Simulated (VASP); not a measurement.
Here is a VASP 6.6.1 calculation.

File POSCAR:

```
Sn
1.0
   -2.9482820713      2.9504023647      1.5888172584
    2.9504023647     -2.9482820713      1.5888172584
    2.9460530987      2.9460530987     -1.5849306448
Sn
2
Direct
    0.0000251473      0.9999748527      0.0000000000
    0.7499748527      0.2500251473      0.5000000000
```

Contents of INCAR.step1:

```
SYSTEM = Sn
ALGO     = Normal         ! electronic algorithm
EDIFF    = 1E-4           ! SCF threshold, eV
ENCUT    = 520            ! plane-wave cutoff, eV
GGA      = PE             ! functional
ISMEAR   = 1              ! smearing method
LASPH    = .True.         ! aspherical terms in the spheres
LCHARG   = .False.        ! write CHGCAR
LREAL    = .False.        ! projectors in reciprocal space
LWAVE    = .True.         ! write WAVECAR
NBANDS   = 21             ! bands
NELM     = 100            ! most SCF steps
PREC     = Accurate       ! precision mode
SIGMA    = 0.3            ! smearing width, eV
```

Contents of INCAR.step2:

```
SYSTEM = Sn
ALGO     = Normal         ! electronic algorithm
EDIFF    = 1E-6           ! SCF threshold, eV
ENCUT    = 520            ! plane-wave cutoff, eV
ISIF     = 2              ! what is computed and relaxed
ISMEAR   = 1              ! smearing method
ISTART   = 1            
LASPH    = .True.         ! aspherical terms in the spheres
LCHARG   = .False.        ! write CHGCAR
LMIXTAU  = .True.       
LREAL    = .False.        ! projectors in reciprocal space
LWAVE    = .False.        ! write WAVECAR
METAGGA  = R2SCAN         ! meta-GGA
NBANDS   = 21             ! bands
NELM     = 100            ! most SCF steps
PREC     = Accurate       ! precision mode
SIGMA    = 0.3            ! smearing width, eV
```

KPOINTS

```
k-points
0
Gamma
  11 11 8
  0 0 0
```

Potentials or basis: VASP PAW PBE potentials, release 64 (Sn_d).

The run is started by

```bash
$ cat potpaw_PBE.64/Sn_d/POTCAR > POTCAR
$ cp INCAR.step1 INCAR
$ mpirun -np 1 vasp_std > vasp.out
$ cp INCAR.step2 INCAR
$ mpirun -np 1 vasp_std > vasp.out
```

Q: Predict the band gap on the k mesh.

A: Zero (bands 14 and 15 overlap by 3.86 eV).

Q: Predict the pressure.

A: -0.1 GPa.

Caveat: so wide a smearing shifts energies and pressures; the PAW data sets were made with another functional, which shifts forces and pressure a little; spin-orbit coupling is left out, which moves the levels of the heavy elements.
